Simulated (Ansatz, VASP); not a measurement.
## Two plane-wave programs on Si2W3

File INCAR:

```
SYSTEM = Si2W3
PREC = Accurate
ENCUT = 520
EDIFF = 1E-6
ISMEAR = 0
SIGMA = 0.15
LREAL = .False.
LASPH = .True.
NELM = 80
ALGO = Fast
ISIF = 2
LWAVE = .False.
LCHARG = .False.
GGA = PS
NBANDS = 61
```

KPOINTS

```
Automatic mesh
0
Gamma
  6 6 12
  0 0 0
```

The input POSCAR:

```
Si2W3
1.0
    6.5824376067      0.0000000000      0.0000000000
    0.0000000000      6.5824376067      0.0000000000
    0.0000000000      0.0000000000      3.2749106405
Si W
4 6
Direct
    0.1340783106      0.6340783106      0.0000000000
    0.8659216894      0.3659216894      0.0000000000
    0.6340783106      0.8659216894      0.0000000000
    0.3659216894      0.1340783106      0.0000000000
    0.5000000000      0.5000000000      0.0000000000
    0.0000000000      0.0000000000      0.0000000000
    0.6598576525      0.1598576525      0.5000000000
    0.3401423475      0.8401423475      0.5000000000
    0.1598576525      0.3401423475      0.5000000000
    0.8401423475      0.6598576525      0.5000000000
```

Input for Ansatz:

```yaml
crystal:
  lattice:
    - [6.582437603, 0.0, 0.0]
    - [0.0, 6.582437603, 0.0]
    - [0.0, 0.0, 3.2749106436]
  atoms:
    - { symbol: Si, position: [0.134078311, 0.634078311, 0.0] }
    - { symbol: Si, position: [0.865921689, 0.365921689, 0.0] }
    - { symbol: Si, position: [0.634078311, 0.865921689, 0.0] }
    - { symbol: Si, position: [0.365921689, 0.134078311, 0.0] }
    - { symbol: W, position: [0.5, 0.5, 0.0] }
    - { symbol: W, position: [0.0, 0.0, 0.0] }
    - { symbol: W, position: [0.6598576518, 0.1598576518, 0.5] }
    - { symbol: W, position: [0.3401423482, 0.8401423482, 0.5] }
    - { symbol: W, position: [0.1598576518, 0.3401423482, 0.5] }
    - { symbol: W, position: [0.8401423482, 0.6598576518, 0.5] }
basis:
  ecutwfc: 420
kpoints:
  mp_grid: { grid: [6, 6, 12] }
hamiltonian:
  xc: pbesol
scf:
  occupations: { method: gaussian, width: 0.15 }
output:
  forces: true
  stress: true
  eigenvalues: true
  write_density: true
  write_potential: true
  elf: true
  volumetric_format: npy
```

Alike in both runs: task single point; functional PBEsol; k mesh 6 × 6 × 12; occupations gaussian, width 0.15 eV; no spin polarisation.

|  | VASP | Ansatz |
| --- | --- | --- |
| version | VASP 6.6.1 | Ansatz 0.2.0 |
| potentials or method | VASP PAW PBE potentials, release 64 (Si, W_sv), cutoff 520 eV | scalar-relativistic, plane waves, PAW |
| valence electrons in the cell | 100 | 100 |

VASP gave:

| Property | Result |
| --- | --- |
| gap on the k mesh at the Fermi level (eV) | none |
| pressure (GPa) | 0.4 |
| traceless stress, the component that is largest in VASP (GPa) | 0.13 |
| rms of the force components (eV/Å) | 0.012 |

Q: Estimate Ansatz's values.

A: gap on the k mesh at the Fermi level (eV): none; pressure (GPa): 0.0; traceless stress, the component that is largest in VASP (GPa): 0.11; rms of the force components (eV/Å): 0.013.

VASP's potentials were made for PBE, not for PBEsol. Atom by atom the forces differ by 0.002 eV/Å (rms over components). A gap of «none» marks a metal or a gap that the smearing closes.

Spin-orbit coupling is off throughout.
